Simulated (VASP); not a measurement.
# Nb (Im-3m) in VASP: a series of runs, part 2 of 2

VASP 6.6.1. The steps go on from the part before.

## 5. Single point, r2SCAN

This run uses another cell than the first one, of 18.00 Å³/atom.

POSCAR

```
Nb
1.0
   -1.6509722725      1.6509722725      1.6509722725
    1.6509722725     -1.6509722725      1.6509722725
    1.6509722725      1.6509722725     -1.6509722725
Nb
1
Direct
    0.0000000000      0.0000000000      0.0000000000
```

INCAR.step1

```
PREC     = Accurate       # precision mode
ENCUT    = 520            # plane-wave cutoff, eV
ISMEAR   = 1              # smearing method
SIGMA    = 0.1            # smearing width, eV
LREAL    = F              # projectors in reciprocal space
LASPH    = T              # aspherical terms in the spheres
NELM     = 60             # most SCF steps
NBANDS   = 12             # bands
GGA      = PE             # functional
ALGO     = Normal         # electronic algorithm
EDIFF    = 1E-4           # SCF threshold, eV
LWAVE    = T              # write WAVECAR
LCHARG   = F              # write CHGCAR
```

INCAR.step2

```
PREC     = Accurate       # precision mode
ENCUT    = 520            # plane-wave cutoff, eV
EDIFF    = 1E-6           # SCF threshold, eV
ISMEAR   = 1              # smearing method
SIGMA    = 0.1            # smearing width, eV
LREAL    = F              # projectors in reciprocal space
LASPH    = T              # aspherical terms in the spheres
NELM     = 60             # most SCF steps
ALGO     = Normal         # electronic algorithm
ISIF     = 2              # what is computed and relaxed
LWAVE    = F              # write WAVECAR
LCHARG   = F              # write CHGCAR
METAGGA  = R2SCAN         # meta-GGA
LMIXTAU  = T            
NBANDS   = 12             # bands
ISTART   = 1
```

KPOINTS

```
regular mesh
0
Gamma
  23 23 23
```

Potentials or basis: VASP PAW PBE potentials, release 64 (Nb_sv).

Launch:

```bash
cat potpaw_PBE.64/Nb_sv/POTCAR > POTCAR
cp INCAR.step1 INCAR
mpirun -np 1 vasp_std > vasp.out
cp INCAR.step2 INCAR
mpirun -np 1 vasp_std > vasp.out
```

OUTCAR:

```text
PREC = Accurate
   ENCUT = 520
   EDIFF = 1E-6
   ISMEAR = 1
   LREAL = F
   LASPH = T
   NELM = 60
   ISIF = 2
   METAGGA = R2SCAN
   ISTART = 1

 ion  position               nearest neighbor table
   1  0.000  0.000  0.000-

  LATTYP: Found a body centered cubic cell.
 ALAT       =     3.3019445450

  Lattice vectors:

 A1 = (  -1.6509722725,   1.6509722725,   1.6509722725)
 A2 = (   1.6509722725,  -1.6509722725,   1.6509722725)
 A3 = (   1.6509722725,   1.6509722725,  -1.6509722725)

Analysis of symmetry for initial positions (statically):
=====================================================================
 Subroutine PRICEL returns:
 Original cell was already a primitive cell.

 Routine SETGRP: Setting up the symmetry group for a
 body centered cubic supercell.

 Subroutine GETGRP returns: Found 48 space group operations
 (whereof 48 operations were pure point group operations)
 out of a pool of 48 trial point group operations.

The static configuration has the point symmetry O_h .

Analysis of symmetry for dynamics (positions and initial velocities):
=====================================================================
 Subroutine PRICEL returns:
 Original cell was already a primitive cell.

 Routine SETGRP: Setting up the symmetry group for a
 body centered cubic supercell.

 Subroutine GETGRP returns: Found 48 space group operations
 (whereof 48 operations were pure point group operations)
 out of a pool of 48 trial point group operations.

The dynamic configuration has the point symmetry O_h .

 Subroutine INISYM returns: Found 48 space group operations
 (whereof 48 operations are pure point group operations),
 and found     1 'primitive' translations

----------------------------------------------------------------------------------------

[... 115 lines left out ...]
   METAGGA = R2SCAN    functional components
   LHFCALC =     F    Hartree Fock is set to
   AEXX    =    0.0000 exact exchange contribution
   IVDW    =     0    specifies the selected vdW correction
   LEPSILON=     F    determine dielectric tensor
   LRPA    =     F    only Hartree local field effects (RPA)
 non-spin polarized calculation
 Methfessel and Paxton  Order N= 1 SIGMA  =   0.10
  energy-cutoff  :      520.00
  volume of cell :       18.00
 maximum number of plane-waves:       494
 NGX is ok and might be reduce to    24
   NGX = 11   NGY = 11   NGZ = 11

 number of electron      13.0000000 magnetization

 Free energy of the ion-electron system (eV)
  ---------------------------------------------------
  ext. energy  EPLUGINS =         0.00000000
  ---------------------------------------------------
  free energy    TOTEN  =       -24.84326225 eV

  energy without entropy =      -24.84298420  energy(sigma->0) =      -24.84316957

 E-fermi :  11.1432     XC(G=0): -13.6300

 val. band max:       11.1336991479   @ k =  -0.1739   0.2174   0.0435
 cond. band min:      11.1504621650   @ k =  -0.1304   0.1739   0.0435
 fundamental gap:      0.0167630171
 Fermi energy:        11.1431579563

 k-point     1 :       0.0000    0.0000    0.0000
  band No.  band energies     occupation
      1     -45.0040      2.00000
      2     -19.5421      2.00000
      3     -19.5421      2.00000
      4     -19.5421      2.00000
      5       4.8579      2.00000
      6      11.5912     -0.00000
      7      11.5912     -0.00000
      8      11.5912     -0.00000
      9      14.7172      0.00000
     10      14.7172      0.00000
     11      26.0253      0.00000
     12      26.0253      0.00000
[... 331 lines left out ...]
 k-point    24 :       0.0870    0.0870    0.0000
  band No.  band energies     occupation
      1     -44.9490      2.00000
      2     -19.8629      2.00000
      3     -19.6146      2.00000
      4     -19.5703      2.00000
      5       5.7818      2.00000
      6      11.1264      1.27953
      7      11.2320     -0.01866
      8      12.5630     -0.00000
      9      14.0268      0.00000
     10      14.8182      0.00000
     11      26.7493      0.00000
     12      27.4742      0.00000

 [... further k-points ...]

------------------------ aborting loop because EDIFF is reached ----------------------------------------

  FORCE on cell =-STRESS in cart. coord.  units (eV):
  Direction    XX          YY          ZZ          XY          YZ          ZX
  --------------------------------------------------------------------------------------
  -------------------------------------------------------------------------------------
  Total       -0.0227078     -0.0227078     -0.0227078     -0.0000000     -0.0000000      0.0000000
  in kB       -2.0211829     -2.0211829     -2.0211829     -0.0000000     -0.0000000      0.0000000
  external PRESSURE =      -2.0211829 kB  Pullay stress =       0.0000000 kB

 VOLUME and BASIS-vectors are now :
 -----------------------------------------------------------------------------
  energy-cutoff  :      520.00
  volume of cell :       18.00
      direct lattice vectors                 reciprocal lattice vectors
    -1.650972273  1.650972273  1.650972273     0.000000000  0.302851846  0.302851846
     1.650972273 -1.650972273  1.650972273     0.302851846  0.000000000  0.302851846
     1.650972273  1.650972273 -1.650972273     0.302851846  0.302851846  0.000000000

 POSITION                                       TOTAL-FORCE (eV/Angst)
 -----------------------------------------------------------------------------------
      0.00000      0.00000      0.00000         0.000000      0.000000     -0.000000
 -----------------------------------------------------------------------------------
    total drift:                                0.000000      0.000000     -0.000000

  FREE ENERGIE OF THE ION-ELECTRON SYSTEM (eV)
  ---------------------------------------------------
  free  energy   TOTEN  =       -24.8432622523 eV

  energy  without entropy=      -24.8429841996  energy(sigma->0) =      -24.84316957
```

OUTCAR.step1:

```text
PREC = Accurate
   ENCUT = 520
   ISMEAR = 1
   LREAL = F
   LASPH = T
[... 576 lines left out ...]

 POSITION                                       TOTAL-FORCE (eV/Angst)
 -----------------------------------------------------------------------------------
      0.00000      0.00000      0.00000         0.000000      0.000000     -0.000000
 -----------------------------------------------------------------------------------
    total drift:                                0.000000      0.000000     -0.000000

  FREE ENERGIE OF THE ION-ELECTRON SYSTEM (eV)
  ---------------------------------------------------
  free  energy   TOTEN  =       -10.2171331939 eV

  energy  without entropy=      -10.2173737657  energy(sigma->0) =      -10.21721338
```

It took 4.3 min on 1 thread of Intel Xeon 8259CL, shared host; peak memory 0.2 GiB.

What came out:

```yaml
Free_energy: -24.8433 eV
Pressure: -0.2 GPa
Band_gap_on_the_k_mesh: zero (an odd number of electrons rules out a gap without spin polarisation)
```

Caveat: the PAW data sets were made with another functional, which shifts forces and pressure a little.

## 6. Summary

```csv
level,potentials or basis,cell,gap on the mesh (eV),pressure (GPa)
LDA,"VASP PAW LDA potentials, release 64 (Nb_sv)","a = 2.812 Å, angles 109.5°, 1 atom",none,-0.2
PBEsol,"VASP PAW PBE potentials, release 64 (Nb_sv)","a = 2.832 Å, angles 109.5°, 1 atom",none,-0.3
PBE,"VASP PAW PBE potentials, release 64 (Nb_sv)","a = 2.866 Å, angles 109.5°, 1 atom",none,-0.4
r2SCAN,"VASP PAW PBE potentials, release 64 (Nb_sv)","a = 2.860 Å, angles 109.5°, 1 atom",none,-0.2
```

Alike in all rows: task single point; no spin polarisation; k mesh 23 × 23 × 23; cutoff (eV) 520; smearing methfessel-paxton 0.1 eV.

Caveats: the PAW data sets were made with another functional, which shifts forces and pressure a little (at least some runs).

Absolute energies hang on the potentials; compare differences alone.
